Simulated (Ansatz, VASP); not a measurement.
Si2Mo in VASP and in Ansatz

File INCAR:

```
ALGO = Normal
EDIFF = 1E-6
ENCUT = 520
GGA = PS
ISIF = 2
ISMEAR = 0
LASPH = True
LCHARG = True
LELF = True
LREAL = False
LVHAR = True
LWAVE = False
NBANDS = 43
NELM = 100
PREC = Accurate
SIGMA = 0.01
```

Contents of KPOINTS:

```
k-points
0
Gamma
  9 9 6
```

File POSCAR:

```
Si2Mo
1.0
    4.5747399447      0.0000000000      0.0000000000
   -2.2873699723      3.9618410078      0.0000000000
    0.0000000000      0.0000000000      6.5669195758
Si Mo
6 3
Direct
    0.1641667986      0.8358332014      0.8333333333
    0.3283335973      0.1641667986      0.1666666667
    0.8358332014      0.6716664027      0.5000000000
    0.8358332014      0.1641667986      0.8333333333
    0.6716664027      0.8358332014      0.1666666667
    0.1641667986      0.3283335973      0.5000000000
    0.5000000000      0.0000000000      0.5000000000
    0.0000000000      0.5000000000      0.1666666667
    0.5000000000      0.5000000000      0.8333333333
```

Input for Ansatz:

```yaml
crystal:
  lattice:
    - [4.5747399447, 0.0, 0.0]
    - [-2.2873699723, 3.9618410078, 0.0]
    - [0.0, 0.0, 6.5669195758]
  atoms:
    - { symbol: Si, position: [0.1641667986, 0.8358332014, 0.8333333333] }
    - { symbol: Si, position: [0.3283335973, 0.1641667986, 0.1666666667] }
    - { symbol: Si, position: [0.8358332014, 0.6716664027, 0.5] }
    - { symbol: Si, position: [0.8358332014, 0.1641667986, 0.8333333333] }
    - { symbol: Si, position: [0.6716664027, 0.8358332014, 0.1666666667] }
    - { symbol: Si, position: [0.1641667986, 0.3283335973, 0.5] }
    - { symbol: Mo, position: [0.5, 0.0, 0.5] }
    - { symbol: Mo, position: [0.0, 0.5, 0.1666666667] }
    - { symbol: Mo, position: [0.5, 0.5, 0.8333333333] }
basis: {}
kpoints:
  mp_grid: { grid: [9, 9, 6] }
hamiltonian:
  xc: pbesol
  pseudopotentials: { kind: all_electron, lapw: {} }
scf:
  occupations: { method: gaussian, width: 0.01 }
output:
  forces: true
  stress: true
  eigenvalues: true
```

Alike in both runs: task single point; functional PBEsol; k mesh 9 × 9 × 6; occupations gaussian, width 0.01 eV; no spin polarisation.

|  | VASP | Ansatz |
| --- | --- | --- |
| version | VASP 6.6.1 | Ansatz 0.2.0 |
| potentials or method | VASP PAW PBE potentials, release 64 (Si, Mo_sv), cutoff 520 eV | scalar-relativistic, all-electron LAPW |

```tsv
	VASP	Ansatz	Ansatz less VASP
gap on the k mesh at the Fermi level (eV)	0.17	0.17	+0.001
least direct gap on the mesh (eV)	0.59	0.59	0.000
pressure (GPa)	0.3	0.0	-0.35
```

VASP's potentials were made for PBE, not for PBEsol. Ansatz ran all-electron here, and VASP with PAW potentials.
